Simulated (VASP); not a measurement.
## CuAu: single point with PBEsol

Crystal: CuAu.

```
Cu Au
1.0
     2.71600    0.00000    0.00000
     0.00000    2.71600    0.00000
     0.00000    0.00000    3.61495
Cu Au
1 1
Direct
  0.50000 0.50000 0.50000
  0.00000 0.00000 0.00000
```

This cell differs from its parent crystal: strain -0.030 along x and y, -0.015 along z.

```json
{"Program": "VASP 6.6.1", "Task": "single point", "Functional": "PBEsol", "Potentials or basis": "VASP PAW PBE potentials, release 64 (Cu, Au)", "Cutoff": "520 eV", "k mesh": "18 × 18 × 14", "Occupations": "gaussian, width 0.15 eV", "Spin": "no spin polarisation"}
```

The pressure is 13.1 GPa. The band gap on the k mesh is zero (bands 11 and 12 overlap by 7.85 eV).

Stress tensor (GPa, compression positive):
```
13.73  0.00  0.00
 0.00 13.73  0.00
 0.00  0.00 11.72
```

Levels at points of the mesh, in eV from the Fermi level:
```tsv
k point	band 7	band 8	band 9	band 10	band 11	band 12	band 13	band 14	band 15	band 16
(0.00, 0.00, 0.00)	-3.16	-2.38	-1.82	-1.56	-1.56	1.67	8.51	10.50	10.50	17.46
(0.50, 0.00, 0.00)	-3.45	-3.36	-2.67	-2.44	-0.91	0.08	9.52	9.75	11.87	11.96
(0.50, 0.50, 0.00)	-1.77	-1.56	-1.47	-1.47	0.45	0.45	5.87	7.65	10.11	11.79
(0.00, 0.00, 0.50)	-3.63	-2.84	-2.68	-2.59	-2.59	-2.17	14.76	15.27	15.27	15.36
(0.50, 0.00, 0.50)	-1.90	-1.86	-1.74	-1.66	-1.50	-1.49	3.09	4.84	16.08	16.53
(0.50, 0.50, 0.50)	-3.43	-2.41	-1.77	-1.56	5.68	5.68	5.73	7.02	7.19	7.32
```

Wall time 100 s on 1 thread of AMD EPYC 9R45 96-Core Processor (Zen 5), with other jobs on the host, peak memory 0.29 GiB.

Caveat: the cell differs from its parent crystal (strain -0.030 along x and y, -0.015 along z); the cell stands under pressure; the PAW data sets were made with another functional, which shifts forces and pressure a little; spin-orbit coupling is left out, which moves the levels of the heavy elements.
